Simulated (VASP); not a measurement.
# HgPt3 (P4/mmm) in VASP: single point with LDA

Aim: the single point of HgPt3 with LDA.

All numbers are computed with VASP 6.6.1; they aren't measurements. Logs are shortened: lines on timing, memory, paths and dates and some standing lists are left out, and cuts for length are marked.

## (1) The cell of the first run

Symmetry: P4/mmm, No. 123, tetragonal system. The conventional cell has a = 3.973 Å, b = 3.973 Å, c = 4.072 Å, α = 90.00°, β = 90.00°, γ = 90.00°. Within 3.7 Å of Hg (site symmetry 4/mmm) lie 12 Pt at 2.81 to 2.84 Å. Pt (site symmetry mmm) has 8 Pt at 2.81 to 2.84 Å and 4 Hg at 2.84 Å within 3.7 Å. Pt (site symmetry 4/mmm) has 4 Hg at 2.81 Å and 8 Pt at 2.84 Å within 3.7 Å.

## (2) Single point, LDA (strain +0.0250 x Voigt [0, 1, 0, 0, 0, 0])

Input file INCAR:

```
PREC = Accurate ; ENCUT = 570
EDIFF = 1E-6 ; ISMEAR = 0
SIGMA = 0.15 ; LREAL = False
LASPH = True ; NELM = 120
ALGO = Normal ; ISIF = 2
LWAVE = False ; LCHARG = False
NBANDS = 45 ; GGA_COMPAT = False
```

Input file KPOINTS:

```
Automatic mesh
0
Gamma
  12 12 12
```

Input file POSCAR:

```
HgPt3
1.0
    3.9726881452      0.0000000000      0.0000000000
    0.0000000000      4.0720053488      0.0000000000
    0.0000000000      0.0000000000      3.9726881452
Hg Pt
1 3
Direct
    0.0000000000      0.0000000000      0.0000000000
    0.0000000000      0.5000000000      0.5000000000
    0.5000000000      0.5000000000      0.0000000000
    0.5000000000      0.0000000000      0.5000000000
```

Potentials or basis: VASP PAW LDA potentials, release 64 (Hg_sv_GW, Pt_sv_GW).

On the command line:

```bash
$ cat potpaw_LDA.64/Hg_sv_GW/POTCAR potpaw_LDA.64/Pt_sv_GW/POTCAR > POTCAR
$ mpirun -np 1 vasp_std > vasp.out
```

OUTCAR:

```text
PREC = Accurate
   ENCUT = 570
   EDIFF = 1E-6
   ISMEAR = 0
   LREAL = False
   LASPH = True
   NELM = 120
   ISIF = 2

 ion  position               nearest neighbor table
   1  0.000  0.000  0.000-   4 2.81   4 2.81   4 2.81   4 2.81   3 2.84   2 2.84   3 2.84   2 2.84
                             3 2.84   2 2.84   2 2.84   3 2.84
   2  0.000  0.500  0.500-   3 2.81   3 2.81   3 2.81   3 2.81   1 2.84   1 2.84   4 2.84   1 2.84
                             4 2.84   4 2.84   1 2.84   4 2.84
   3  0.500  0.500  0.000-   2 2.81   2 2.81   2 2.81   2 2.81   4 2.84   1 2.84   4 2.84   4 2.84
                             1 2.84   4 2.84   1 2.84   1 2.84
   4  0.500  0.000  0.500-   1 2.81   1 2.81   1 2.81   1 2.81   3 2.84   2 2.84   3 2.84   3 2.84
                             3 2.84   2 2.84   2 2.84   2 2.84

  LATTYP: Found a simple tetragonal cell.
 ALAT       =     3.9726881452
 C/A-ratio  =     1.0250000000

  Lattice vectors:

 A1 = (  -3.9726881452,   0.0000000000,   0.0000000000)
 A2 = (   0.0000000000,   0.0000000000,   3.9726881452)
 A3 = (   0.0000000000,   4.0720053488,   0.0000000000)

Analysis of symmetry for initial positions (statically):
=====================================================================
 Subroutine PRICEL returns:
 Original cell was already a primitive cell.

 Routine SETGRP: Setting up the symmetry group for a
 simple tetragonal supercell.

 Subroutine GETGRP returns: Found 16 space group operations
 (whereof 16 operations were pure point group operations)
 out of a pool of 16 trial point group operations.

The static configuration has the point symmetry D_4h.

Analysis of symmetry for dynamics (positions and initial velocities):
=====================================================================
 Subroutine PRICEL returns:
 Original cell was already a primitive cell.

 Routine SETGRP: Setting up the symmetry group for a
 simple tetragonal supercell.

 Subroutine GETGRP returns: Found 16 space group operations
 (whereof 16 operations were pure point group operations)
 out of a pool of 16 trial point group operations.

The dynamic configuration has the point symmetry D_4h.

 Subroutine INISYM returns: Found 16 space group operations
 (whereof 16 operations are pure point group operations),
 and found     1 'primitive' translations

----------------------------------------------------------------------------------------

                                     Primitive cell

  volume of cell :      64.2654

  direct lattice vectors                    reciprocal lattice vectors
     3.972688145  0.000000000  0.000000000     0.251718726  0.000000000  0.000000000
     0.000000000  4.072005349  0.000000000     0.000000000  0.245579245  0.000000000
     0.000000000  0.000000000  3.972688145     0.000000000  0.000000000  0.251718726

  length of vectors
     3.972688145  4.072005349  3.972688145     0.251718726  0.245579245  0.251718726

  position of ions in fractional coordinates (direct lattice)
     0.000000000  0.000000000  0.000000000
     0.000000000  0.500000000  0.500000000
     0.500000000  0.500000000  0.000000000
     0.500000000  0.000000000  0.500000000

  ion indices of the primitive-cell ions
   primitive index   ion index
                 1           1
                 2           2
                 3           3
                 4           4

----------------------------------------------------------------------------------------

 KPOINTS: Automatic mesh

Automatic generation of k-mesh.
 Grid dimensions read from file:
 generate k-points for:   12   12   12

 Generating k-lattice:

  Cartesian coordinates                     Fractional coordinates (reciprocal lattice)
     0.020976561  0.000000000  0.000000000     0.083333333  0.000000000  0.000000000
     0.000000000  0.020464937  0.000000000     0.000000000  0.083333333  0.000000000
     0.000000000  0.000000000  0.020976561     0.000000000  0.000000000  0.083333333

  Length of vectors
     0.020976561  0.020464937  0.020976561

  Shift w.r.t. Gamma in fractional coordinates (k-lattice)
     0.000000000  0.000000000  0.000000000

 Subroutine IBZKPT returns following result:
 ===========================================

 Found    196 irreducible k-points:

 Following reciprocal coordinates:
            Coordinates               Weight
  0.000000  0.000000  0.000000      1.000000
  0.083333  0.000000  0.000000      4.000000
  0.166667  0.000000  0.000000      4.000000
  0.250000  0.000000  0.000000      4.000000
  0.333333  0.000000  0.000000      4.000000
  0.416667  0.000000  0.000000      4.000000
[... 16 lines left out ...]
  0.083333  0.250000  0.000000      8.000000
  0.166667  0.250000  0.000000      8.000000
 [... further k-points ...]
   k-points           NKPTS =    196   k-points in BZ     NKDIM =    196   number of bands    NBANDS=     45
   number of dos      NEDOS =    301   number of ions     NIONS =      4
   total plane-waves  NPLWV =  32768
   dimension x,y,z NGX =    32 NGY =   32 NGZ =   32
   dimension x,y,z NGXF=    64 NGYF=   64 NGZF=   64
   ions per type =               1   3
   NGX,Y,Z   is equivalent  to a cutoff of  13.39, 13.06, 13.39 a.u.
   NGXF,Y,Z  is equivalent  to a cutoff of  26.78, 26.13, 26.78 a.u.
 SYSTEM =  unknown system
   PREC   = accura    normal or accurate (medium, high low for compatibility)
   ISTART =      0    job   : 0-new  1-cont  2-samecut
   ICHARG =      2    charge: 1-file 2-atom 10-const
   ISPIN  =      1    spin polarized calculation?
   LNONCOLLINEAR =      F non collinear calculations
   LSORBIT =      F    spin-orbit coupling
   LASPH  =      T    aspherical Exc in radial PAW
   ENCUT  =  570.0 eV  41.89 Ry    6.47 a.u.   7.73  7.93  7.73*2*pi/ulx,y,z
   NELM   =    120;   NELMIN=  2; NELMDL= -5     # of ELM steps
   EDIFF  = 0.1E-05   stopping-criterion for ELM
   LREAL  =      F    real-space projection
   EDIFFG = 0.1E-04   stopping-criterion for IOM
   NSW    =      0    number of steps for IOM
   IBRION =     -1    ionic relax: 0-MD 1-quasi-New 2-CG
   NFREE  =      0    steps in history (QN), initial steepest desc. (CG)
   ISIF   =      2    stress and relaxation
   ISYM   =      2    0-nonsym 1-usesym 2-fastsym
   POTIM  = 0.5000    time-step for ionic-motion
   TEBEG  =    0.0;   TEEND  =   0.0 temperature during run
   PSTRESS=    0.0 pullay stress
   NELECT =      74.0000    total number of electrons
   NUPDOWN=      -1.0000    fix difference up-down
   EMIN   =  10.00;   EMAX   =-10.00  energy-range for DOS
   EFERMI =   0.00;   METHOD = LEGACY
   ISMEAR =     0;   SIGMA  =   0.15  broadening in eV -4-tet -1-fermi 0-gaus
   EFERMI_NEDOS =   21; number of points for ismear=-14 and -15
   IALGO  =     38    algorithm
   IMIX   =      4    mixing-type and parameters
     AMIX     =   0.40;   BMIX     =  1.00
     AMIX_MAG =   1.60;   BMIX_MAG =  1.00
  volume/ion in A,a.u.               =      16.07       108.42
  Fermi-wavevector in a.u.,A,eV,Ry     =   1.715904  3.242588 40.059992  2.944326
  Thomas-Fermi vector in A             =   2.793189
   LORBIT       =      0    0 simple, 1 ext, 2 COOP (PROOUT), +10 PAW based schemes
   GGA     = CA    functional components
   LHFCALC =     F    Hartree Fock is set to
   AEXX    =    0.0000 exact exchange contribution
   IVDW    =     0    specifies the selected vdW correction
   LEPSILON=     F    determine dielectric tensor
   LRPA    =     F    only Hartree local field effects (RPA)
 non-spin polarized calculation
 Gauss-broadening in eV      SIGMA  =   0.15
  energy-cutoff  :      570.00
  volume of cell :       64.27
 maximum number of plane-waves:      2008
 NGX is ok and might be reduce to    32
   NGX = 15   NGY = 15   NGZ = 15

 number of electron      73.9999999 magnetization

 Free energy of the ion-electron system (eV)
  ---------------------------------------------------
  ext. energy  EPLUGINS =         0.00000000
  ---------------------------------------------------
  free energy    TOTEN  =       -22.93326029 eV

  energy without entropy =      -22.88800719  energy(sigma->0) =      -22.91063374

 E-fermi :   9.5142     XC(G=0): -13.9943

 val. band max:        9.5135678409   @ k =   0.5000   0.0000   0.1667
 cond. band min:       9.5150678406   @ k =   0.2500   0.4167   0.2500
 fundamental gap:      0.0014999997
 Fermi energy:         9.5142027477

 k-point     1 :       0.0000    0.0000    0.0000
  band No.  band energies     occupation
      1    -105.0335      2.00000
      2     -88.3220      2.00000
      3     -88.2947      2.00000
      4     -88.2823      2.00000
      5     -53.6653      2.00000
      6     -53.6653      2.00000
[... 37 lines left out ...]
     44      19.5798      0.00000
     45      19.7949      0.00000

 k-point     2 :       0.0833    0.0000    0.0000
  band No.  band energies     occupation
      1    -105.0335      2.00000
      2     -88.3216      2.00000
      3     -88.2948      2.00000
      4     -88.2825      2.00000
      5     -53.6653      2.00000
      6     -53.6652      2.00000
[... 37 lines left out ...]
     44      19.6095      0.00000
     45      19.9206      0.00000

 k-point     3 :       0.1667    0.0000    0.0000
  band No.  band energies     occupation
      1    -105.0335      2.00000
      2     -88.3206      2.00000
      3     -88.2945      2.00000
      4     -88.2835      2.00000
      5     -53.6654      2.00000
      6     -53.6652      2.00000
[... 37 lines left out ...]
     44      19.4583      0.00000
     45      19.8916      0.00000

 k-point     4 :       0.2500    0.0000    0.0000
  band No.  band energies     occupation
      1    -105.0335      2.00000
      2     -88.3196      2.00000
      3     -88.2941      2.00000
      4     -88.2850      2.00000
      5     -53.6655      2.00000
      6     -53.6651      2.00000
[... 901 lines left out ...]
     44      19.0894      0.00000
     45      19.9031      0.00000

 k-point    23 :       0.0833    0.2500    0.0000
  band No.  band energies     occupation
      1    -105.0335      2.00000
      2     -88.3186      2.00000
      3     -88.2977      2.00000
      4     -88.2827      2.00000
      5     -53.6652      2.00000
      6     -53.6651      2.00000
[... 37 lines left out ...]
     44      19.2886      0.00000
     45      19.8815      0.00000

 k-point    24 :       0.1667    0.2500    0.0000
  band No.  band energies     occupation
      1    -105.0335      2.00000
      2     -88.3182      2.00000
      3     -88.2972      2.00000
      4     -88.2836      2.00000
      5     -53.6653      2.00000
      6     -53.6651      2.00000
[... 37 lines left out ...]
     44      19.4706      0.00000
     45      19.8498      0.00000

 [... further k-points ...]

------------------------ aborting loop because EDIFF is reached ----------------------------------------

  FORCE on cell =-STRESS in cart. coord.  units (eV):
  Direction    XX          YY          ZZ          XY          YZ          ZX
  --------------------------------------------------------------------------------------
  -------------------------------------------------------------------------------------
  Total       -2.0730816     -2.6583129     -2.0730816      0.0000000      0.0000000      0.0000000
  in kB      -51.6832341    -66.2734214    -51.6832341      0.0000000      0.0000000      0.0000000
  external PRESSURE =     -56.5466298 kB  Pullay stress =       0.0000000 kB

 VOLUME and BASIS-vectors are now :
 -----------------------------------------------------------------------------
  energy-cutoff  :      570.00
  volume of cell :       64.27
      direct lattice vectors                 reciprocal lattice vectors
     3.972688145  0.000000000  0.000000000     0.251718726  0.000000000  0.000000000
     0.000000000  4.072005349  0.000000000     0.000000000  0.245579245  0.000000000
     0.000000000  0.000000000  3.972688145     0.000000000  0.000000000  0.251718726

 POSITION                                       TOTAL-FORCE (eV/Angst)
 -----------------------------------------------------------------------------------
      0.00000      0.00000      0.00000         0.000000      0.000000      0.000000
      0.00000      2.03600      1.98634         0.000000      0.000000      0.000000
      1.98634      2.03600      0.00000         0.000000      0.000000      0.000000
      1.98634      0.00000      1.98634         0.000000      0.000000      0.000000
 -----------------------------------------------------------------------------------
    total drift:                                0.000000     -0.000000     -0.000000

  FREE ENERGIE OF THE ION-ELECTRON SYSTEM (eV)
  ---------------------------------------------------
  free  energy   TOTEN  =       -22.9332602902 eV

  energy  without entropy=      -22.8880071903  energy(sigma->0) =      -22.91063374
```

Wall time 4.6 min (1 thread of Intel Xeon 6975P-C (Granite Rapids), shared host); peak memory 0.64 GiB.

Results:

```
Free energy            : -22.9333 eV
Pressure               : -5.7 GPa
Band gap on the k mesh : zero (bands 37 and 38 overlap by 1.14 eV)
```

Caveat: the cell differs from its parent crystal (strain +0.0250 x Voigt [0, 1, 0, 0, 0, 0]); the cell stands under tension; spin-orbit coupling is left out, which moves the levels of the heavy elements.
